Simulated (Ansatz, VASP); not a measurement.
# Two plane-wave programs on HfN

INCAR

```
ALGO     = Normal         # electronic algorithm
EDIFF    = 1E-7           # SCF threshold, eV
ENCUT    = 520            # plane-wave cutoff, eV
GGA      = PE             # functional
ISIF     = 2              # what is computed and relaxed
ISMEAR   = 0              # smearing method
LASPH    = T              # aspherical terms in the spheres
LCHARG   = T              # write CHGCAR
LELF     = T              # ELF
LREAL    = F              # projectors in reciprocal space
LVHAR    = T            
LWAVE    = F              # write WAVECAR
NBANDS   = 14             # bands
NELM     = 100            # most SCF steps
PREC     = Accurate       # precision mode
SIGMA    = 0.1            # smearing width, eV
```

The input KPOINTS:

```
k-points
0
Gamma
  18 18 18
```

Contents of POSCAR:

```
HfN
1.0
    0.0000000000      2.2307625000      2.2590000000
    2.2872375000      0.0000000000      2.2590000000
    2.2872375000      2.2307625000      0.0000000000
Hf N
1 1
Direct
    0.0000000000      0.0000000000      0.0000000000
    0.5000000000      0.5000000000      0.5000000000
```

Input for Ansatz:

```yaml
crystal:
  lattice:
    - [0.0, 2.2307625, 2.259]
    - [2.2872375, 0.0, 2.259]
    - [2.2872375, 2.2307625, 0.0]
  atoms:
    - { symbol: Hf, position: [0.0, 0.0, 0.0] }
    - { symbol: "N", position: [0.5, 0.5, 0.5] }
basis:
  ecutwfc: 420
kpoints:
  mp_grid: { grid: [18, 18, 18] }
hamiltonian:
  xc: pbe
scf:
  occupations: { method: gaussian, width: 0.1 }
output:
  forces: true
  stress: true
  eigenvalues: true
```

Change from the starting cell: strain +0.0125 x Voigt [1, -1, 0, 0, 0, 0], atoms carried along.

Alike in both runs: task single point; functional PBE; k mesh 18 × 18 × 18; occupations gaussian, width 0.1 eV; no spin polarisation.

|  | VASP | Ansatz |
| --- | --- | --- |
| version | VASP 6.6.1 | Ansatz 0.2.0 |
| potentials or method | VASP PAW PBE potentials, release 64 (Hf_pv, N), cutoff 520 eV | scalar-relativistic, plane waves, PAW |
| valence electrons in the cell | 15 | 31 |

|  | VASP | Ansatz | Ansatz less VASP |
| --- | --- | --- | --- |
| gap on the k mesh at the Fermi level (eV) | none | none | - |
| pressure (GPa) | 3.4 | 5.8 | +2.39 |
| traceless stress, the component that is largest in VASP (GPa) | 6.16 | 6.22 | +0.063 |

A gap of «none» marks a metal or a gap that the smearing closes. VASP's potentials hold 15 valence electrons a cell and Ansatz's 31, so a difference there can come from the potentials and not from the codes.

Neither program's run includes spin-orbit coupling.
